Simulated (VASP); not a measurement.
# BaTiO3: single point with PBE+U

Crystal: BaTiO3.

```
Ba Ti O
1.0
     3.80781    0.00000    0.00000
     0.00000    2.72962    3.03021
     0.00000   -2.72962    3.03021
Ba Ti O
1 1 3
Cartesian
  0.0000 0.0000 0.0490
  1.9039 0.0000 3.1497
  0.0000 0.0000 2.9795
  1.9039 -1.3353 4.4750
  1.9039 1.3353 4.4750
```

This cell differs from its parent crystal: strain -0.050 along x and y, +0.050 along z.

| Property | Result |
| --- | --- |
| Program | VASP 6.6.1 |
| Task | single point |
| Functional | PBE |
| Potentials or basis | VASP PAW PBE potentials, release 64 (Ba_sv, Ti_sv, O) |
| Cutoff | 520 eV |
| k mesh | 6 × 6 × 6 |
| Occupations | gaussian, width 0.05 eV |
| Spin | no spin polarisation |
| Hubbard terms | Ti d U = 4.0 eV |

The pressure is 15.3 GPa. The largest force is 0.606 eV/Å and the band gap on the k mesh is 2.33 eV, indirect (least direct gap 2.57 eV).

Forces on the atoms (eV/Å):
```
Ba   0.000  0.000 -0.060
Ti   0.000  0.000 -0.330
O    0.000  0.000 -0.340
O    0.000 -0.484  0.365
O    0.000  0.484  0.365
```

Stress tensor (GPa, compression positive):
```
23.16  0.00  0.00
 0.00 23.67  0.00
 0.00  0.00 -0.95
```

Levels at points of the mesh, in eV from the valence-band top:
| k point | band 17 | band 18 | band 19 | band 20 | band 21 | band 22 | band 23 | band 24 |
| --- | --- | --- | --- | --- | --- | --- | --- | --- |
| (0.00, 0.00, 0.00) | -1.19 | -0.76 | -0.60 | -0.24 | 2.33 | 2.53 | 2.95 | 4.25 |
| (0.50, 0.00, 0.00) | -1.96 | -1.94 | -1.59 | -0.73 | 2.81 | 4.17 | 4.44 | 4.44 |
| (0.00, 0.50, 0.00) | -1.77 | -1.61 | -1.07 | -0.95 | 2.76 | 3.96 | 4.04 | 4.40 |
| (0.50, 0.50, 0.00) | -1.89 | -0.90 | -0.89 | -0.22 | 3.94 | 4.47 | 4.67 | 4.68 |
| (0.00, 0.50, 0.50) | -1.89 | -1.47 | -1.11 | -0.33 | 3.85 | 4.19 | 4.31 | 5.48 |
| (0.50, 0.50, 0.50) | -2.10 | -0.23 | -0.22 | 0.00 | 4.58 | 4.85 | 4.91 | 5.92 |

Eigenvalues of the final occupation matrices:
| site | spin | trace | eigenvalues |
| --- | --- | --- | --- |
| site 2 d | 1 | 0.84 | 0.11 0.12 0.12 0.24 0.26 |
| site 2 d | 2 | 0.84 | 0.11 0.12 0.12 0.24 0.26 |

It took 34 s on 1 thread of Intel(R) Xeon(R) 6975P-C (Granite Rapids), on a shared host, peak memory 0.23 GiB.

Caveat: the cell differs from its parent crystal (strain -0.050 along x and y, +0.050 along z); spin-orbit coupling is left out, which moves the levels of the heavy elements. A k mesh can miss the band edges.
